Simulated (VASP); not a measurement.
Wanted: the native input for a VASP 6.6.1 run.

- Task: single point
- Functional: PBE
- Dispersion: D3(BJ)
- Potentials or basis: VASP PAW PBE potentials, release 64 (S, Pt)
- Cutoff: 520 eV
- k mesh: 9 × 9 × 1
- Occupations: gaussian, width 0.05 eV
- Spin: no spin polarisation
- Dipole correction: yes
- Further INCAR settings: ALGO = Normal; EDIFF = 1e-07; NBANDS = 31

The structure of PtS2 lies in POSCAR:

```
PtS2
1.0
    3.5415278079      0.0000000000      0.0000000000
   -1.7707639039      3.0670530498      0.0000000000
    0.0000000000      0.0000000000     22.4670615492
S Pt
4 2
Direct
    0.6666666667      0.3333333333      0.2002932155
    0.3333333333      0.6666666667      0.3108341854
    0.8333333333      0.6666666667      0.4773001022
    0.5000000000      1.0000000000      0.5878410722
    0.0000000000      0.0000000000      0.2555637004
    0.1666666667      0.3333333333      0.5325705872
```

This cell differs from its parent crystal: layers slid over each other.

These files were run (other wordings do the same):

INCAR

```
PREC = Accurate ; ENCUT = 520
EDIFF = 1E-7 ; ISMEAR = 0
SIGMA = 0.05 ; LREAL = F
LASPH = T ; NELM = 80
ALGO = Normal ; ISIF = 2
LWAVE = F ; LCHARG = F
LDIPOL = T ; IDIPOL = 3
DIPOL = 0.5 0.5 0.394 ; GGA = PE
IVDW = 12 ; NBANDS = 31
```

KPOINTS

```
regular mesh
0
Gamma
  9 9 1
```

Potentials or basis: VASP PAW PBE potentials, release 64 (S, Pt).

Launch:

```sh
$ cat potpaw_PBE.64/S/POTCAR potpaw_PBE.64/Pt/POTCAR > POTCAR
$ mpirun -np 1 vasp_std > vasp.out
```

Results of the run:

```
Largest force              : 0.057 eV/Å
Band gap on the k mesh     : 1.57 eV (least direct gap 1.66 eV)
Dispersion energy per atom : -0.308 eV
```

Caveat: the cell differs from its parent crystal (layers slid over each other); spin-orbit coupling is left out, which moves the levels of the heavy elements.

Wall time 2.9 min on 1 thread of AMD EPYC 9R45 96-Core Processor (Zen 5), with other jobs on the host, peak memory 0.42 GiB.
